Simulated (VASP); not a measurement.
# Ba (Pm-3m) in VASP: single point with PBEsol

Aim: the single point of Ba with PBEsol.

Program: VASP 6.6.1. These are calculated values, not measurements. Logs are shortened: lines on timing, memory, paths and dates and some standing lists are left out, and cuts for length are marked.

## 1. The cell of the first run

It takes space group Pm-3m (No. 221, cubic). Conventional cell: a = 3.918 Å, b = 3.918 Å, c = 3.918 Å, α = 90.00°, β = 90.00°, γ = 90.00°. Within 5.1 Å of Ba (site symmetry m-3m) lie 6 Ba at 3.92 Å.

This isn't the form of Ba at room conditions, which is bcc.

## 2. Single point, PBEsol

Input file INCAR:

```
SYSTEM = Ba
ALGO     = Normal         ! electronic algorithm
EDIFF    = 1E-6           ! SCF threshold, eV
ENCUT    = 500            ! plane-wave cutoff, eV
GGA      = PS             ! functional
GGA_COMPAT= .FALSE.      
ISIF     = 2              ! what is computed and relaxed
ISMEAR   = -1             ! smearing method
LASPH    = .TRUE.         ! aspherical terms in the spheres
LCHARG   = .FALSE.        ! write CHGCAR
LREAL    = .FALSE.        ! projectors in reciprocal space
LWAVE    = .FALSE.        ! write WAVECAR
NBANDS   = 11             ! bands
NELM     = 120            ! most SCF steps
PREC     = Accurate       ! precision mode
SIGMA    = 0.15           ! smearing width, eV
```

Input file KPOINTS:

```
k-points
0
G
  6 6 6
  0 0 0
```

Input file POSCAR:

```
Ba
1.0
    3.9177180000      0.0000000000      0.0000000000
    0.0000000000      3.9177180000      0.0000000000
    0.0000000000      0.0000000000      3.9177180000
Ba
1
Direct
    0.0000000000      0.0000000000      0.0000000000
```

Potentials or basis: VASP PAW PBE potentials, release 64 (Ba_sv).

Run with:

```sh
cat potpaw_PBE.64/Ba_sv/POTCAR > POTCAR
mpirun -np 1 vasp_std > vasp.out
```

OUTCAR:

```text
SYSTEM = Ba
   EDIFF = 1E-6
   ENCUT = 500
   GGA = PS
   ISIF = 2
   ISMEAR = -1
   LASPH = .TRUE.
   LREAL = .FALSE.
   NELM = 120
   PREC = Accurate

 ion  position               nearest neighbor table
   1  0.000  0.000  0.000-

  LATTYP: Found a simple cubic cell.
 ALAT       =     3.9177180000

  Lattice vectors:

 A1 = (   3.9177180000,   0.0000000000,   0.0000000000)
 A2 = (   0.0000000000,   3.9177180000,   0.0000000000)
 A3 = (   0.0000000000,   0.0000000000,   3.9177180000)

Analysis of symmetry for initial positions (statically):
=====================================================================
 Subroutine PRICEL returns:
 Original cell was already a primitive cell.

 Routine SETGRP: Setting up the symmetry group for a
 simple cubic supercell.

 Subroutine GETGRP returns: Found 48 space group operations
 (whereof 48 operations were pure point group operations)
 out of a pool of 48 trial point group operations.

The static configuration has the point symmetry O_h .

Analysis of symmetry for dynamics (positions and initial velocities):
=====================================================================
 Subroutine PRICEL returns:
 Original cell was already a primitive cell.

 Routine SETGRP: Setting up the symmetry group for a
 simple cubic supercell.

 Subroutine GETGRP returns: Found 48 space group operations
 (whereof 48 operations were pure point group operations)
 out of a pool of 48 trial point group operations.

The dynamic configuration has the point symmetry O_h .

 Subroutine INISYM returns: Found 48 space group operations
 (whereof 48 operations are pure point group operations),
 and found     1 'primitive' translations

----------------------------------------------------------------------------------------

                                     Primitive cell

  volume of cell :      60.1312

  direct lattice vectors                    reciprocal lattice vectors
     3.917718000  0.000000000  0.000000000     0.255250633  0.000000000  0.000000000
     0.000000000  3.917718000  0.000000000     0.000000000  0.255250633  0.000000000
     0.000000000  0.000000000  3.917718000     0.000000000  0.000000000  0.255250633

  length of vectors
     3.917718000  3.917718000  3.917718000     0.255250633  0.255250633  0.255250633

  position of ions in fractional coordinates (direct lattice)
     0.000000000  0.000000000  0.000000000

  ion indices of the primitive-cell ions
   primitive index   ion index
                 1           1

----------------------------------------------------------------------------------------

 KPOINTS: k-points

Automatic generation of k-mesh.
 Grid dimensions read from file:
 generate k-points for:    6    6    6

 Generating k-lattice:

  Cartesian coordinates                     Fractional coordinates (reciprocal lattice)
     0.042541772  0.000000000  0.000000000     0.166666667  0.000000000  0.000000000
     0.000000000  0.042541772  0.000000000     0.000000000  0.166666667  0.000000000
     0.000000000  0.000000000  0.042541772     0.000000000  0.000000000  0.166666667

  Length of vectors
     0.042541772  0.042541772  0.042541772

  Shift w.r.t. Gamma in fractional coordinates (k-lattice)
     0.000000000  0.000000000  0.000000000

 Subroutine IBZKPT returns following result:
 ===========================================

 Found     20 irreducible k-points:

 Following reciprocal coordinates:
            Coordinates               Weight
  0.000000  0.000000  0.000000      1.000000
  0.166667  0.000000  0.000000      6.000000
  0.333333  0.000000  0.000000      6.000000
  0.500000  0.000000  0.000000      3.000000
  0.166667  0.166667  0.000000     12.000000
  0.333333  0.166667  0.000000     24.000000
[... 12 lines left out ...]
  0.500000  0.500000  0.333333      6.000000
  0.500000  0.500000  0.500000      1.000000
   k-points           NKPTS =     20   k-points in BZ     NKDIM =     20   number of bands    NBANDS=     11
   number of dos      NEDOS =    301   number of ions     NIONS =      1
   total plane-waves  NPLWV =  27000
   dimension x,y,z NGX =    30 NGY =   30 NGZ =   30
   dimension x,y,z NGXF=    60 NGYF=   60 NGZF=   60
   ions per type =               1
   NGX,Y,Z   is equivalent  to a cutoff of  12.73, 12.73, 12.73 a.u.
   NGXF,Y,Z  is equivalent  to a cutoff of  25.46, 25.46, 25.46 a.u.
 SYSTEM =  Ba
   PREC   = accura    normal or accurate (medium, high low for compatibility)
   ISTART =      0    job   : 0-new  1-cont  2-samecut
   ICHARG =      2    charge: 1-file 2-atom 10-const
   ISPIN  =      1    spin polarized calculation?
   LNONCOLLINEAR =      F non collinear calculations
   LSORBIT =      F    spin-orbit coupling
   LASPH  =      T    aspherical Exc in radial PAW
   ENCUT  =  500.0 eV  36.75 Ry    6.06 a.u.   7.14  7.14  7.14*2*pi/ulx,y,z
   NELM   =    120;   NELMIN=  2; NELMDL= -5     # of ELM steps
   EDIFF  = 0.1E-05   stopping-criterion for ELM
   LREAL  =      F    real-space projection
   EDIFFG = 0.1E-04   stopping-criterion for IOM
   NSW    =      0    number of steps for IOM
   IBRION =     -1    ionic relax: 0-MD 1-quasi-New 2-CG
   NFREE  =      0    steps in history (QN), initial steepest desc. (CG)
   ISIF   =      2    stress and relaxation
   ISYM   =      2    0-nonsym 1-usesym 2-fastsym
   POTIM  = 0.5000    time-step for ionic-motion
   TEBEG  =    0.0;   TEEND  =   0.0 temperature during run
   PSTRESS=    0.0 pullay stress
   NELECT =      10.0000    total number of electrons
   NUPDOWN=      -1.0000    fix difference up-down
   EMIN   =  10.00;   EMAX   =-10.00  energy-range for DOS
   EFERMI =   0.00;   METHOD = LEGACY
   ISMEAR =    -1;   SIGMA  =   0.15  broadening in eV -4-tet -1-fermi 0-gaus
   EFERMI_NEDOS =   21; number of points for ismear=-14 and -15
   IALGO  =     38    algorithm
   IMIX   =      4    mixing-type and parameters
     AMIX     =   0.40;   BMIX     =  1.00
     AMIX_MAG =   1.60;   BMIX_MAG =  1.00
  volume/ion in A,a.u.               =      60.13       405.79
  Fermi-wavevector in a.u.,A,eV,Ry     =   0.900275  1.701272 11.027445  0.810494
  Thomas-Fermi vector in A             =   2.023212
   LORBIT       =      0    0 simple, 1 ext, 2 COOP (PROOUT), +10 PAW based schemes
   GGA     = PS    functional components
   LHFCALC =     F    Hartree Fock is set to
   AEXX    =    0.0000 exact exchange contribution
   IVDW    =     0    specifies the selected vdW correction
   LEPSILON=     F    determine dielectric tensor
   LRPA    =     F    only Hartree local field effects (RPA)
 non-spin polarized calculation
  energy-cutoff  :      500.00
  volume of cell :       60.13
 maximum number of plane-waves:      1568
 NGX is ok and might be reduce to    30
   NGX = 15   NGY = 15   NGZ = 15

 number of electron      10.0000001 magnetization

 Free energy of the ion-electron system (eV)
  ---------------------------------------------------
  ext. energy  EPLUGINS =         0.00000000
  ---------------------------------------------------
  free energy    TOTEN  =        -1.88341114 eV

  energy without entropy =       -1.77248146  energy(sigma->0) =       -1.82794630

 E-fermi :   1.6451     XC(G=0):  -7.6380

 val. band max:        1.6270685993   @ k =   0.0000   0.0000   0.0000
 cond. band min:       1.7240815754   @ k =   0.5000   0.1667   0.1667
 fundamental gap:      0.0970129760
 Fermi energy:         1.6450763226

 k-point     1 :       0.0000    0.0000    0.0000
  band No.  band energies     occupation
      1     -27.4299      2.00000
      2     -12.2256      2.00000
      3     -12.2256      2.00000
      4     -12.2256      2.00000
      5      -0.9902      2.00000
      6       1.6271      1.05995
      7       1.6271      1.05995
      8       6.6611      0.00000
      9       6.6611      0.00000
     10       6.6611      0.00000
     11       9.3446      0.00000

 k-point     2 :       0.1667    0.0000    0.0000
  band No.  band energies     occupation
      1     -27.4136      2.00000
      2     -12.4347      2.00000
      3     -12.2075      2.00000
      4     -12.2075      2.00000
      5      -0.5874      2.00000
      6       1.7550      0.64904
      7       2.0563      0.12116
      8       5.7731      0.00000
      9       5.7731      0.00000
     10       6.7261      0.00000
     11       8.0400      0.00000

 k-point     3 :       0.3333    0.0000    0.0000
  band No.  band energies     occupation
      1     -27.3807      2.00000
      2     -12.8205      2.00000
      3     -12.1711      2.00000
      4     -12.1711      2.00000
      5       0.2847      1.99977
      6       2.0454      0.12970
      7       2.6733      0.00211
      8       4.7132      0.00000
      9       4.7132      0.00000
     10       6.8628      0.00000
     11       7.4223      0.00000

 k-point     4 :       0.5000    0.0000    0.0000
  band No.  band energies     occupation
      1     -27.3641      2.00000
      2     -13.0000      2.00000
      3     -12.1526      2.00000
      4     -12.1526      2.00000
      5       0.9041      1.98579
      6       2.2136      0.04418
      7       2.4824      0.00750
      8       4.3167      0.00000
      9       4.3167      0.00000
     10       6.9351      0.00000
     11       8.6230      0.00000
[... 183 lines left out ...]
 k-point    18 :       0.5000    0.3333    0.3333
  band No.  band energies     occupation
      1     -27.2695      2.00000
      2     -12.8357      2.00000
      3     -12.6507      2.00000
      4     -12.6355      2.00000
      5       1.3848      1.70019
      6       2.0220      0.14995
      7       2.3406      0.01919
      8       5.2481      0.00000
      9       5.4776      0.00000
     10       7.1512      0.00000
     11       7.6743      0.00000

 k-point    19 :       0.5000    0.5000    0.3333
  band No.  band energies     occupation
      1     -27.2537      2.00000
      2     -12.8086      2.00000
      3     -12.8086      2.00000
      4     -12.6187      2.00000
      5       1.2508      1.86531
      6       1.9956      0.17621
      7       1.9956      0.17621
      8       5.4480      0.00000
      9       6.4131      0.00000
     10       8.0464      0.00000
     11       8.0464      0.00000

 k-point    20 :       0.5000    0.5000    0.5000
  band No.  band energies     occupation
      1     -27.2380      2.00000
      2     -12.7823      2.00000
      3     -12.7823      2.00000
      4     -12.7823      2.00000
      5       1.5672      1.25393
      6       1.5672      1.25393
      7       1.5672      1.25393
      8       5.6012      0.00000
      9       8.3681      0.00000
     10       8.3682      0.00000
     11       8.4853      0.00000

------------------------ aborting loop because EDIFF is reached ----------------------------------------

  FORCE on cell =-STRESS in cart. coord.  units (eV):
  Direction    XX          YY          ZZ          XY          YZ          ZX
  --------------------------------------------------------------------------------------
  -------------------------------------------------------------------------------------
  Total       -0.1411692     -0.1411692     -0.1411692     -0.0000000     -0.0000000      0.0000000
  in kB       -3.7614139     -3.7614139     -3.7614139     -0.0000000     -0.0000000      0.0000000
  external PRESSURE =      -3.7614139 kB  Pullay stress =       0.0000000 kB

 VOLUME and BASIS-vectors are now :
 -----------------------------------------------------------------------------
  energy-cutoff  :      500.00
  volume of cell :       60.13
      direct lattice vectors                 reciprocal lattice vectors
     3.917718000  0.000000000  0.000000000     0.255250633  0.000000000  0.000000000
     0.000000000  3.917718000  0.000000000     0.000000000  0.255250633  0.000000000
     0.000000000  0.000000000  3.917718000     0.000000000  0.000000000  0.255250633

 POSITION                                       TOTAL-FORCE (eV/Angst)
 -----------------------------------------------------------------------------------
      0.00000      0.00000      0.00000         0.000000      0.000000      0.000000
 -----------------------------------------------------------------------------------
    total drift:                               -0.000000      0.000000     -0.000000

  FREE ENERGIE OF THE ION-ELECTRON SYSTEM (eV)
  ---------------------------------------------------
  free  energy   TOTEN  =        -1.8834111413 eV

  energy  without entropy=       -1.7724814590  energy(sigma->0) =       -1.82794630
```

Run time: 7.9 s. Hardware: 1 thread of Intel Xeon Platinum 8375C at 2.90GHz (Ice Lake), shared host; peak memory 0.16 GiB.

What came out:

```
Free energy            : -1.8834 eV
Pressure               : -0.4 GPa
Band gap on the k mesh : zero (bands 5 and 6 overlap by 0.16 eV)
```

Caveat: the PAW data sets were made with another functional, which shifts forces and pressure a little; spin-orbit coupling is left out, which moves the levels of the heavy elements.
